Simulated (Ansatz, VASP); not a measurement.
**BP in VASP and in Ansatz**

The input INCAR:

```
PREC = Accurate ; ENCUT = 500
EDIFF = 1E-6 ; ISMEAR = 0
SIGMA = 0.1 ; LREAL = F
LASPH = T ; NELM = 120
ALGO = Normal ; ISIF = 2
LWAVE = F ; LCHARG = F
GGA = PE ; NBANDS = 11
GGA_COMPAT = F
```

Contents of KPOINTS:

```
Automatic mesh
0
Gamma
  6 6 6
```

POSCAR

```
BP
1.0
    0.0000000000      2.2690000000      2.2690000000
    2.2690000000      0.0000000000      2.2690000000
    2.2690000000      2.2690000000      0.0000000000
B P
1 1
Direct
    0.0000000000      0.0000000000      0.0000000000
    0.2500000000      0.2500000000      0.2500000000
```

Input for Ansatz:

```yaml
crystal:
  lattice:
    - [0.0, 2.269, 2.269]
    - [2.269, 0.0, 2.269]
    - [2.269, 2.269, 0.0]
  atoms:
    - { symbol: B, position: [0.0, 0.0, 0.0] }
    - { symbol: P, position: [0.25, 0.25, 0.25] }
basis:
  ecutwfc: 420
kpoints:
  mp_grid: { grid: [6, 6, 6] }
hamiltonian:
  xc: pbe
scf:
  occupations: { method: gaussian, width: 0.1 }
output:
  forces: true
  stress: true
  eigenvalues: true
```

Alike in both runs: task single point; functional PBE; k mesh 6 × 6 × 6; occupations gaussian, width 0.1 eV; no spin polarisation.

```csv
,VASP,Ansatz
version,VASP 6.6.1,Ansatz 0.2.0
potentials or method,"VASP PAW PBE potentials, release 64 (B, P), cutoff 500 eV","scalar-relativistic, plane waves, PAW"
valence electrons in the cell,8,8
```

|  | VASP | Ansatz | Ansatz less VASP |
| --- | --- | --- | --- |
| gap on the k mesh at the Fermi level (eV) | 1.33 | 1.33 | +0.004 |
| least direct gap on the mesh (eV) | 3.40 | 3.40 | +0.003 |
| pressure (GPa) | 1.0 | 1.3 | +0.22 |
